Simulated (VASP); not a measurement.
A run of VASP 6.6.1 is set up as follows.

Contents of INCAR:

```
SYSTEM = K3Zr2S
PREC = Accurate
ENCUT = 520
EDIFF = 1E-6
ISMEAR = 0
SIGMA = 0.1
LREAL = .False.
LASPH = .True.
NELM = 60
ALGO = Normal
ISIF = 2
LWAVE = .False.
LCHARG = .True.
GGA = PE
LELF = .True.
LVHAR = .True.
NBANDS = 38
```

The input KPOINTS:

```
regular mesh
0
Gamma
  3 3 4
  0 0 0
```

POSCAR

```
K3Zr2S
1.0
    5.7720082286      0.0000000000      0.0000000000
   -2.8860041143      4.9987057568      0.0000000000
    0.0000000000      0.0000000000      6.6088625165
K Zr S
3 2 1
Direct
    0.5000000000      0.0000000000      0.5000000000
    0.0000000000      0.5000000000      0.5000000000
    0.5000000000      0.5000000000      0.5000000000
    0.6666666667      0.3333333333      0.0000000000
    0.3333333333      0.6666666667      0.0000000000
    0.0000000000      0.0000000000      0.0000000000
```

Potentials or basis: VASP PAW PBE potentials, release 64 (K_sv, Zr_sv, S).

The run is started by

```console
$ cat potpaw_PBE.64/K_sv/POTCAR potpaw_PBE.64/Zr_sv/POTCAR potpaw_PBE.64/S/POTCAR > POTCAR
$ mpirun -np 1 vasp_std > vasp.out
```

(1) Predict the pressure.

(2) Predict the band gap on the k mesh.

Results:

(1) 0.0 GPa.

(2) zero (an odd number of electrons rules out a gap without spin polarisation).

Caveat: the k points lie up to 0.42 Å⁻¹ apart, too coarse for converged energies and pressures of a metal.
